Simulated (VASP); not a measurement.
A run of VASP 6.6.1:

POSCAR

```
Ir
1.0
    0.0000000000      1.9676925000      1.9676925000
    1.9676925000      0.0000000000      1.9676925000
    1.9676925000      1.9676925000      0.0000000000
Ir
1
Direct
    0.0000000000      0.0000000000      0.0000000000
```

The input INCAR.step1:

```
SYSTEM = Ir
  PREC = Accurate
  ENCUT = 520
  ISMEAR = 0
  SIGMA = 0.15
  LREAL = .FALSE.
  LASPH = .TRUE.
  NELM = 100
  NBANDS = 10
  GGA = PE
  ALGO = Normal
  EDIFF = 1E-4
  LWAVE = .TRUE.
  LCHARG = .FALSE.
```

The input INCAR.step2:

```
SYSTEM = Ir
  PREC = Accurate
  ENCUT = 520
  EDIFF = 1E-7
  ISMEAR = 0
  SIGMA = 0.15
  LREAL = .FALSE.
  LASPH = .TRUE.
  NELM = 100
  ALGO = Normal
  ISIF = 2
  LWAVE = .FALSE.
  LCHARG = .TRUE.
  METAGGA = R2SCAN
  LMIXTAU = .TRUE.
  LELF = .TRUE.
  LVHAR = .TRUE.
  NBANDS = 10
  ISTART = 1
```

File KPOINTS:

```
Automatic mesh
0
G
  22 22 22
  0 0 0
```

Potentials or basis: VASP PAW PBE potentials, release 64 (Ir).

Launch:

```console
$ cat potpaw_PBE.64/Ir/POTCAR > POTCAR
$ cp INCAR.step1 INCAR
$ mpirun -np 1 vasp_std > vasp.out
$ cp INCAR.step2 INCAR
$ mpirun -np 1 vasp_std > vasp.out
```

Hardware: 1 thread of AMD EPYC 9R45 96-Core Processor (Zen 5), with other jobs on the host.

Question: How long does it take, and how much memory?

Answer: Run time: 3.5 min on 1 thread of AMD EPYC 9R45 96-Core Processor (Zen 5), on a shared host, peak memory 0.16 GiB. Counts: k points 328.
